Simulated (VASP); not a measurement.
# H (I4/mmm) in VASP: further runs

The runs below take H through vibrations by perturbation theory, with LDA.

All numbers are computed with VASP 6.6.1; they aren't measurements. Logs are shortened: lines on timing, memory, paths and dates and some standing lists are left out, and cuts for length are marked.

## (1) The cell of the first run

Symmetry: I4/mmm, No. 139, tetragonal system. The conventional cell has a = 2.309 Å, b = 2.309 Å, c = 3.272 Å, α = 90.00°, β = 90.00°, γ = 90.00°. Within 1.0 Å of H (site symmetry 4mm) lie 1 H at 0.77 Å.

## (2) Vibrations by perturbation theory, LDA

Input file INCAR:

```
SYSTEM = H
PREC     = Accurate       ! precision mode
ENCUT    = 520            ! plane-wave cutoff, eV
EDIFF    = 1E-8           ! SCF threshold, eV
ISMEAR   = 0              ! smearing method
SIGMA    = 0.01           ! smearing width, eV
LREAL    = .FALSE.        ! projectors in reciprocal space
LASPH    = .TRUE.         ! aspherical terms in the spheres
NELM     = 100            ! most SCF steps
ALGO     = Normal         ! electronic algorithm
ISIF     = 2              ! what is computed and relaxed
LWAVE    = .FALSE.        ! write WAVECAR
LCHARG   = .FALSE.        ! write CHGCAR
IBRION   = 8              ! ionic algorithm
NSW      = 1              ! ionic steps
LEPSILON = .TRUE.         ! dielectric tensor by DFPT
```

Input file KPOINTS:

```
Automatic mesh
0
G
  12 12 12
  0 0 0
```

Input file POSCAR:

```
H
1.0
   -1.1546394949      1.1546394949      1.6361079650
    1.1546394949     -1.1546394949      1.6361079650
    1.1546394949      1.1546394949     -1.6361079650
H
2
Direct
    0.8829159079      0.8829159079      0.0000000000
    0.1170840921      0.1170840921      0.0000000000
```

Potentials or basis: VASP PAW LDA potentials, release 64 (H).

Launch:

```console
> cat potpaw_LDA.64/H/POTCAR > POTCAR
> mpirun -np 1 vasp_std > vasp.out
```

OUTCAR:

```text
SYSTEM = H
   PREC = Accurate
   ENCUT = 520
   EDIFF = 1E-8
   ISMEAR = 0
   LREAL = .FALSE.
   LASPH = .TRUE.
   NELM = 100
   ISIF = 2
   IBRION = 8
   NSW = 1
   LEPSILON = .TRUE.

 ion  position               nearest neighbor table
   1  0.883  0.883  0.000-   2 0.77
   2  0.117  0.117  0.000-   1 0.77

  LATTYP: Found a body centered tetragonal cell.
 ALAT       =     2.3092789898
 C/A-ratio  =     1.4169859703

  Lattice vectors:

 A1 = (  -1.1546394949,   1.1546394949,   1.6361079650)
 A2 = (   1.1546394949,  -1.1546394949,   1.6361079650)
 A3 = (   1.1546394949,   1.1546394949,  -1.6361079650)

Analysis of symmetry for initial positions (statically):
=====================================================================
 Subroutine PRICEL returns:
 Original cell was already a primitive cell.

 Routine SETGRP: Setting up the symmetry group for a
 body centered tetragonal supercell.

 Subroutine GETGRP returns: Found 16 space group operations
 (whereof 16 operations were pure point group operations)
 out of a pool of 16 trial point group operations.

The static configuration has the point symmetry D_4h.

Analysis of symmetry for dynamics (positions and initial velocities):
=====================================================================
 Subroutine PRICEL returns:
 Original cell was already a primitive cell.

 Routine SETGRP: Setting up the symmetry group for a
 body centered tetragonal supercell.

 Subroutine GETGRP returns: Found 16 space group operations
 (whereof 16 operations were pure point group operations)
 out of a pool of 16 trial point group operations.

The dynamic configuration has the point symmetry D_4h.

 Subroutine INISYM returns: Found 16 space group operations
 (whereof 16 operations are pure point group operations),
 and found     1 'primitive' translations

----------------------------------------------------------------------------------------

                                     Primitive cell

  volume of cell :       8.7250

  direct lattice vectors                    reciprocal lattice vectors
    -1.154639495  1.154639495  1.636107965     0.000000000  0.433035594  0.305603304
     1.154639495 -1.154639495  1.636107965     0.433035594  0.000000000  0.305603304
     1.154639495  1.154639495 -1.636107965     0.433035594  0.433035594  0.000000000

  length of vectors
     2.311543640  2.311543640  2.311543640     0.530012458  0.530012458  0.612404811

  position of ions in fractional coordinates (direct lattice)
     0.882915908  0.882915908  0.000000000
     0.117084092  0.117084092  0.000000000

  ion indices of the primitive-cell ions
   primitive index   ion index
                 1           1
                 2           2

----------------------------------------------------------------------------------------

 KPOINTS: Automatic mesh

Automatic generation of k-mesh.
 Grid dimensions read from file:
 generate k-points for:   12   12   12

 Generating k-lattice:

  Cartesian coordinates                     Fractional coordinates (reciprocal lattice)
     0.000000000  0.036086300  0.025466942     0.083333333  0.000000000 -0.000000000
     0.036086300  0.000000000  0.025466942     0.000000000  0.083333333 -0.000000000
[... 316 lines left out ...]
     1.154639495 -1.154639495  1.636107965     0.433035594  0.000000000  0.305603304
     1.154639495  1.154639495 -1.636107965     0.433035594  0.433035594  0.000000000

 POSITION                                       TOTAL-FORCE (eV/Angst)
 -----------------------------------------------------------------------------------
      0.00000      0.00000      2.88909         0.000000      0.000000     -0.015118
      0.00000      0.00000      0.38312        -0.000000     -0.000000      0.015118
 -----------------------------------------------------------------------------------
    total drift:                               -0.000000     -0.000000      0.000000

  FREE ENERGIE OF THE ION-ELECTRON SYSTEM (eV)
  ---------------------------------------------------
  free  energy   TOTEN  =        -6.6640421135 eV

  energy  without entropy=       -6.6640421135  energy(sigma->0) =       -6.66404211

 HEAD OF MICROSCOPIC STATIC DIELECTRIC TENSOR (INDEPENDENT PARTICLE, excluding Hartree and local field effects)
 ------------------------------------------------------
           2.771906     0.000000     0.000000
           0.000000     2.771906     0.000000
           0.000000    -0.000000     4.234009
 ------------------------------------------------------

 Free energy of the ion-electron system (eV)
  ---------------------------------------------------
  ---------------------------------------------------
  free energy    TOTEN  =        -0.04493404 eV

  energy without entropy =       -0.04493404

------------------------ aborting loop because EDIFF is reached ----------------------------------------

--------------------------------------- Ionic step        2  -------------------------------------------

------------------------ aborting loop because EDIFF is reached ----------------------------------------

--------------------------------------- Ionic step        3  -------------------------------------------

------------------------ aborting loop because EDIFF is reached ----------------------------------------

 PIEZOELECTRIC TENSOR FIELD DIRECTION 3  (e Angst)
 -----------------------------------------------------------------------------
    -0.00069  0.00000  0.00000           ( -0.00000  0.00000  0.00000)
     0.00000 -0.00069  0.00000           (  0.00000 -0.00000  0.00000)
     0.00000  0.00000  0.00089           (  0.00000  0.00000 -0.00000)

 PIEZOELECTRIC TENSOR FIELD DIRECTION 3  (C/m^2)
 -----------------------------------------------------------------------------
    -0.00127  0.00000  0.00000
     0.00000 -0.00127  0.00000
     0.00000  0.00000  0.00164

--------------------------------------- Ionic step        4  -------------------------------------------

------------------------ aborting loop because EDIFF is reached ----------------------------------------

[... ionic steps 5 to 5 ...]

--------------------------------------- Ionic step        6  -------------------------------------------

 Free energy of the ion-electron system (eV)
  ---------------------------------------------------
  ---------------------------------------------------
  free energy    TOTEN  =        -0.01784921 eV

  energy without entropy =       -0.01784921

------------------------ aborting loop because EDIFF is reached ----------------------------------------

 INTERNAL STRAIN TENSOR  FOR ION    1  DIRECTION 3   (eV/Angst):
 -----------------------------------------------------------------------------
    -0.47011  0.00000  0.00000
     0.00000 -0.47011  0.00000
     0.00000  0.00000 22.62392

 MACROSCOPIC STATIC DIELECTRIC TENSOR (including local field effects in DFT)
 ------------------------------------------------------
           2.727714     0.000000     0.000000
           0.000000     2.727714     0.000000
           0.000000     0.000000     3.833744
 ------------------------------------------------------

 PIEZOELECTRIC TENSOR (including local field effects)  for field in x, y, z        (e  Angst)
          XX          YY          ZZ          XY          YZ          ZX
  --------------------------------------------------------------------------------
  x     0.00000     0.00000     0.00000     0.00000     0.00000     0.00000
  y     0.00000     0.00000     0.00000     0.00000     0.00000     0.00000
  z     0.00000     0.00000     0.00000     0.00000     0.00000     0.00000

 PIEZOELECTRIC TENSOR (including local field effects)  for field in x, y, z        (C/m^2)
          XX          YY          ZZ          XY          YZ          ZX
  --------------------------------------------------------------------------------
  x     0.00000     0.00000     0.00000     0.00000     0.00000     0.00000
  y     0.00000     0.00000     0.00000     0.00000     0.00000     0.00000
  z     0.00000     0.00000     0.00000     0.00000     0.00000     0.00000

 BORN EFFECTIVE CHARGES (including local field effects) (in |e|, cummulative output)
 ---------------------------------------------------------------------------------
 ion    1
    1     0.00000     0.00000     0.00000
    2     0.00000     0.00000     0.00000
    3     0.00000     0.00000     0.00000
 ion    2
    1     0.00000     0.00000     0.00000
    2     0.00000     0.00000     0.00000
    3     0.00000     0.00000     0.00000

 INTERNAL STRAIN TENSOR FOR ION    2 for displacements in x,y,z  (eV/Angst):
          X           Y           Z          XY          YZ          ZX
  --------------------------------------------------------------------------------
  x     0.00000     0.00000     0.00000     0.00000     0.00000    -0.03220
  y     0.00000     0.00000     0.00000     0.00000    -0.02524     0.00000
  z     0.47011     0.47011   -22.62392     0.00000     0.00000     0.00000

 SECOND DERIVATIVES (NOT SYMMETRIZED)
 ------------------------------------
               1X          1Y          1Z          2X          2Y          2Z
  1X    -0.164528    0.000000    0.000000    0.164528    0.000000    0.000000
  1Y     0.000000   -0.164528    0.000000    0.000000    0.164528    0.000000
  1Z     0.000000    0.000000  -30.436255    0.000000    0.000000   30.436255
  2X     0.164528    0.000000    0.000000   -0.164528    0.000000    0.000000
  2Y     0.000000    0.164528    0.000000    0.000000   -0.164528    0.000000
  2Z     0.000000    0.000000   30.436255    0.000000    0.000000  -30.436255

 Eigenvectors and eigenvalues of the dynamical matrix
 ----------------------------------------------------

   1 f  =  121.972333 THz   766.374770 2PiTHz 4068.559087 cm-1   504.436810 meV
             X         Y         Z           dx          dy          dz
      0.000000  0.000000  2.889091     0.000000    0.000000    0.707107
      0.000000  0.000000  0.383124     0.000000   -0.000000   -0.707107
[... 16 lines left out ...]
   5 f  =    0.000000 THz     0.000000 2PiTHz    0.000000 cm-1     0.000000 meV
             X         Y         Z           dx          dy          dz
      0.000000  0.000000  2.889091     0.707107    0.000000    0.000000
      0.000000  0.000000  0.383124     0.707107    0.000000    0.000000

   6 f/i=    0.000000 THz     0.000003 2PiTHz    0.000016 cm-1     0.000002 meV
             X         Y         Z           dx          dy          dz
      0.000000  0.000000  2.889091     0.000000   -0.698386   -0.110714
      0.000000  0.000000  0.383124     0.000000   -0.698386   -0.110714

--------------------------------------------------------------------------------------------------------

 MACROSCOPIC STATIC DIELECTRIC TENSOR IONIC CONTRIBUTION
 ------------------------------------------------------
           0.000000     0.000000     0.000000
           0.000000     0.000000     0.000000
           0.000000     0.000000     0.000000
 ------------------------------------------------------

 ELASTIC MODULI CONTR FROM IONIC RELAXATION (kBar)
 Direction    XX          YY          ZZ          XY          YZ          ZX
 --------------------------------------------------------------------------------
 XX          -1.3334     -1.3334     64.1685      0.0000      0.0000      0.0000
 YY          -1.3334     -1.3334     64.1685      0.0000      0.0000      0.0000
 ZZ          64.1685     64.1685  -3088.0913      0.0000     -0.0000      0.0000
 XY           0.0000      0.0000      0.0000      0.0000      0.0000      0.0000
 YZ           0.0000      0.0000     -0.0000      0.0000     -0.7110      0.0000
 ZX           0.0000      0.0000      0.0000      0.0000      0.0000     -1.1571
 --------------------------------------------------------------------------------

 PIEZOELECTRIC TENSOR IONIC CONTR  for field in x, y, z        (C/m^2)
          XX          YY          ZZ          XY          YZ          ZX
  --------------------------------------------------------------------------------
  x     0.00000     0.00000     0.00000     0.00000     0.00000     0.00000
  y     0.00000     0.00000     0.00000     0.00000     0.00000     0.00000
  z     0.00000     0.00000     0.00000     0.00000     0.00000     0.00000
```

Run time: 29 s. Hardware: 1 thread of Intel Xeon 6975P-C (Granite Rapids), shared host; peak memory 0.16 GiB.

What came out:

```yaml
Electronic_dielectric_tensor_diagonal: 2.73, 2.73, 3.83
Born_charges_mean_of_the_diagonal: H +0.00 e
Highest_phonon_frequency_at_Γ: 4069 cm⁻¹
```

Phonon frequencies in cm⁻¹ (negative: imaginary):
```csv
q point,frequencies
"(0.000, 0.000, 0.000)",0 0 0 299 299 4069
```

Electronic dielectric tensor:
```
2.73 0.00 0.00
0.00 2.73 0.00
0.00 0.00 3.83
```

Born effective charge tensors (e):
atom 1, H
```
0.00 0.00 0.00
0.00 0.00 0.00
0.00 0.00 0.00
```
atom 2, H
```
0.00 0.00 0.00
0.00 0.00 0.00
0.00 0.00 0.00
```

Caveat: the cell wasn't relaxed at this level first, which shifts response properties.

(Continued in part 2 of 2.)
